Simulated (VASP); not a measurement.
A run of VASP 6.6.1:

INCAR

```
SYSTEM = PbS
PREC = Accurate ; ENCUT = 520
EDIFF = 1E-7 ; ISMEAR = 0
SIGMA = 0.01 ; LREAL = .False.
LASPH = .True. ; NELM = 80
ALGO = Normal ; ISIF = 2
LWAVE = .False. ; LCHARG = .False.
GGA = CA ; NBANDS = 17
```

KPOINTS

```
regular mesh
0
Gamma
  8 8 8
  0 0 0
```

The input POSCAR:

```
PbS
1.0
    2.1005109211      1.2127305457      3.4301899190
   -2.1005109211      1.2127305457      3.4301899190
    0.0000000000     -2.4254610915      3.4301899190
Pb S
1 1
Direct
    0.9781436725      0.9781436725      0.9781436725
    0.4774576575      0.4774576575      0.4774576575
```

Potentials or basis: VASP PAW LDA potentials, release 64 (Pb_d, S).

Command:

```console
$ cat potpaw_LDA.64/Pb_d/POTCAR potpaw_LDA.64/S/POTCAR > POTCAR
$ mpirun -np 1 vasp_std > vasp.out
```

Hardware: 1 thread of Intel(R) Xeon(R) Platinum 8259CL CPU @ 2.50GHz (Skylake/Cascade Lake), on a shared host.

Q: How long does it take, and how much memory?

A: Run time: 36 s on 1 thread of Intel(R) Xeon(R) Platinum 8259CL CPU @ 2.50GHz (Skylake/Cascade Lake) (shared host), peak memory 0.19 GiB. Counts: scf iterations 12, k points 65.
